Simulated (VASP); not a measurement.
Wanted: the native input for a VASP 6.6.1 run.

```
Task                   : single point
Functional             : PBEsol
Potentials or basis    : VASP PAW PBE potentials, release 64 (Ti_sv)
Cutoff                 : 500 eV
k mesh                 : 27 × 27 × 27
Occupations            : gaussian, width 0.1 eV
Spin                   : no spin polarisation
Dipole correction      : no
Mended                 : yes
Further INCAR settings : ALGO = Normal; EDIFF = 1e-06; NBANDS = 12
```

The structure of Ti lies in POSCAR:

```
Ti
1.0
   -1.7118255600      1.7118255600      1.7118255600
    1.7118255600     -1.7118255600      1.7118255600
    1.7118255600      1.7118255600     -1.7118255600
Ti
1
Direct
    0.0000000000      0.0000000000      0.0000000000
```

This isn't the form of Ti at room conditions, which is hcp.

One way to write it, as run:

INCAR

```
ALGO = Normal ; EDIFF = 1E-6
ENCUT = 500 ; GGA = PS
GGA_COMPAT = F ; ISIF = 2
ISMEAR = 0 ; LASPH = T
LCHARG = F ; LREAL = F
LWAVE = F ; NBANDS = 12
NELM = 120 ; PREC = Accurate
SIGMA = 0.1
```

KPOINTS

```
k-points
0
Gamma
  27 27 27
```

Potentials or basis: VASP PAW PBE potentials, release 64 (Ti_sv).

The run is started by

```sh
$ cat potpaw_PBE.64/Ti_sv/POTCAR > POTCAR
$ mpirun -np 1 vasp_std > vasp.out
```

Results of the run:

```yaml
Pressure: -15.8 GPa
Band_gap_on_the_k_mesh: zero (bands 6 and 7 overlap by 1.44 eV)
```

Caveat: the cell stands under tension; the PAW data sets were made with another functional, which shifts forces and pressure a little.

Wall time 79 s on 1 thread of AMD EPYC 7R13 Processor (Zen 3), with other jobs on the host, peak memory 0.21 GiB.
